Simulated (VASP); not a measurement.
A run of VASP 6.6.1:

Contents of INCAR:

```
PREC = Accurate ; ENCUT = 600
EDIFF = 1E-7 ; ISMEAR = -1
SIGMA = 0.05 ; LREAL = F
LASPH = T ; NELM = 80
ALGO = Normal ; ISIF = 3
LWAVE = F ; LCHARG = F
IBRION = 2 ; NSW = 100
EDIFFG = -0.005
```

Contents of KPOINTS:

```
regular mesh
0
Gamma
  11 10 7
```

File POSCAR:

```
SiNi
1.0
    2.9130436714      0.0000000000      0.0000000000
    0.0000000000      3.2471886730      0.0000000000
    0.0000000000      0.0000000000      4.6301965926
Si Ni
2 2
Direct
    0.0000000000      0.0000000000      0.1568568400
    0.5000000000      0.5000000000      0.8431431600
    0.0000000000      0.0000000000      0.6575044100
    0.5000000000      0.5000000000      0.3424955900
```

Potentials or basis: VASP PAW LDA potentials, release 64 (Si, Ni).

The run is started by

```console
$ cat potpaw_LDA.64/Si/POTCAR potpaw_LDA.64/Ni/POTCAR > POTCAR
$ mpirun -np 1 vasp_std > vasp.out
```

Hardware: 1 thread of AMD EPYC 7R13, with other jobs on the host.

Question: How long does it take, and how much memory?

Answer: It took 21 min on 1 thread of AMD EPYC 7R13, on a shared host, peak memory 0.22 GiB. Counts: scf iterations 66, k points 144, ion steps 8.
